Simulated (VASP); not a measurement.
## BaTiO3: single point with PBE

BaTiO3:

```
Ba Ti O
1.0
     4.23334    0.00000    0.00000
     0.00000    3.99410    0.00000
     0.00000    0.00000    3.99410
Ba Ti O
1 1 3
Direct
  0.50000 0.50000 0.50000
  0.00000 0.00000 0.00000
  0.50000 0.00000 0.00000
  0.00000 0.50000 0.00000
  0.00000 0.00000 0.50000
```

This cell differs from its parent crystal: uniaxial x strain +6.0%.

```
Program                : VASP 6.6.1
Task                   : single point
Functional             : PBE
Potentials or basis    : VASP PAW PBE potentials, release 64 (Ba_sv, Ti_sv, O)
Cutoff                 : 520 eV
k mesh                 : 6 × 6 × 6
Occupations            : fermi-dirac, width 0.02 eV
Spin                   : no spin polarisation
Dipole correction      : no
Further INCAR settings : ALGO = Normal; EDIFF = 1e-06; NBANDS = 28
```

* Pressure: -3.7 GPa
* Band gap on the k mesh: 1.54 eV, indirect (least direct gap 1.78 eV)

Stress tensor (GPa, compression positive):
```
-9.23  0.00  0.00
 0.00 -0.95  0.00
 0.00  0.00 -0.95
```

Levels at points of the mesh, in eV from the valence-band top:
| k point | band 16 | band 17 | band 18 | band 19 | band 20 | band 21 | band 22 | band 23 | band 24 | band 25 |
| --- | --- | --- | --- | --- | --- | --- | --- | --- | --- | --- |
| (0.00, 0.00, 0.00) | -1.00 | -1.00 | -0.30 | -0.24 | -0.24 | 1.54 | 1.54 | 1.64 | 3.26 | 3.70 |
| (0.50, 0.00, 0.00) | -1.84 | -1.45 | -1.45 | -0.75 | -0.75 | 1.74 | 2.88 | 2.88 | 3.71 | 5.17 |
| (0.00, 0.50, 0.00) | -2.02 | -1.96 | -1.80 | -0.85 | -0.75 | 1.70 | 3.30 | 3.33 | 3.36 | 5.51 |
| (0.50, 0.50, 0.00) | -2.33 | -1.82 | -1.15 | -1.11 | -0.25 | 2.88 | 3.33 | 3.51 | 4.43 | 6.81 |
| (0.00, 0.50, 0.50) | -2.83 | -1.75 | -0.67 | -0.67 | -0.06 | 3.31 | 3.31 | 3.77 | 3.93 | 7.51 |
| (0.50, 0.50, 0.50) | -2.38 | -2.38 | -0.09 | -0.09 | 0.00 | 3.72 | 3.72 | 3.96 | 6.29 | 6.29 |

Wall time 27 s on 1 thread of Intel(R) Xeon(R) 6975P-C (Granite Rapids), on a shared host, peak memory 0.22 GiB.

Caveat: the cell differs from its parent crystal (uniaxial x strain +6.0%); spin-orbit coupling is left out, which moves the levels of the heavy elements. A k mesh can miss the band edges.
